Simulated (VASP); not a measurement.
# Li7Sb: relaxation of cell and atoms with PBE

Crystal: Li7Sb.

```
Li Sb
1.0
     2.51537    1.45225    6.90407
    -2.51537    1.45225    6.90407
     0.00000   -2.90450    6.90407
Li Sb
7 1
Direct
  0.00000 0.00000 0.50000
  0.50000 0.00000 0.00000
  0.00000 0.50000 0.00000
  0.70908 0.70908 0.70908
  0.29092 0.29092 0.29092
  0.42131 0.42131 0.42131
  0.57869 0.57869 0.57869
  0.00000 0.00000 0.00000
```

```json
{
 "Program": "VASP 6.6.1",
 "Task": "relaxation of cell and atoms",
 "Functional": "PBE",
 "Potentials or basis": "VASP PAW PBE potentials, release 64 (Li_sv, Sb)",
 "Cutoff": "600 eV",
 "k mesh": "9 × 9 × 9",
 "Occupations": "gaussian, width 0.1 eV",
 "Spin": "no spin polarisation",
 "Dipole correction": "no",
 "Further INCAR settings": "ALGO = Normal; EDIFF = 1e-06; IBRION = 2; EDIFFG = -0.01; NSW = 100; ISIF = 3"
}
```

```yaml
Relaxed_volume: 18.76 Å³/atom
Relaxed_cell: a = 7.482 Å, b = 7.482 Å, c = 7.482 Å, α = 39.14°, β = 39.14°, γ = 39.14°
Space_group_after_relaxing_to_0.05_Å: R-3m (No. 166)
Energy_gained_by_relaxing: 0.1 meV/atom
Ionic_steps: 7
Pressure_after_relaxing: 0.0 GPa
Largest_force_after_relaxing: 0.009 eV/Å
Band_gap_on_the_k_mesh: zero (band 13 reaches 3.06 eV, above the bottom of band 14 at 1.88 eV)
```

Forces on the atoms (eV/Å):
```
Li   0.000  0.000  0.000
Li   0.000  0.000  0.000
Li   0.000  0.000  0.000
Li   0.000  0.000 -0.009
Li   0.000  0.000  0.009
Li   0.000  0.000 -0.007
Li   0.000  0.000  0.007
Sb   0.000  0.000  0.000
```

The path:
```
step  energy change (eV)  largest force (eV/Å)  pressure (GPa)  volume (Å³)
   1              0.0000                0.0200           -0.14       151.32
   2             -0.0004                0.0179           -0.09       150.97
   3             -0.0007                0.0133            0.01       150.17
   4             -0.0007                0.0132            0.01       150.11
   5             -0.0007                0.0124            0.02       150.01
   6             -0.0007                0.0125            0.02       150.07
   7             -0.0008                0.0091            0.02       150.10
```

Final structure:
```xyz
8
Lattice="2.5059 1.4468 6.9000 -2.5059 1.4468 6.9000 0.0000 -2.8936 6.9000" Properties=species:S:1:pos:R:3 pbc="T T T"
Li    0.0000    1.4468   17.2501
Li   -1.2530    2.1702   10.3500
Li    1.2530    2.1702   10.3500
Li    0.0000    0.0000   14.6734
Li    0.0000    0.0000    6.0267
Li    0.0000    0.0000    8.7193
Li    0.0000    0.0000   11.9808
Sb    0.0000    2.8936   13.8001
```

Levels at points of the mesh, in eV from the Fermi level:
```csv
k point,band 10,band 11,band 12,band 13,band 14,band 15,band 16,band 17
"(0.00, 0.00, 0.00)",-2.71,-1.09,-1.09,0.57,1.04,1.57,1.57,1.79
```

Run time: 21 min on 1 thread of Intel(R) Xeon(R) Platinum 8259CL CPU @ 2.50GHz (Skylake/Cascade Lake) (shared host), peak memory 0.66 GiB.

Caveat: the cutoff is under 1.25 times the usual one of these potentials, so pressure, stress and relaxed cells hold a basis-set (Pulay) error; spin-orbit coupling is left out, which moves the levels of the heavy elements.
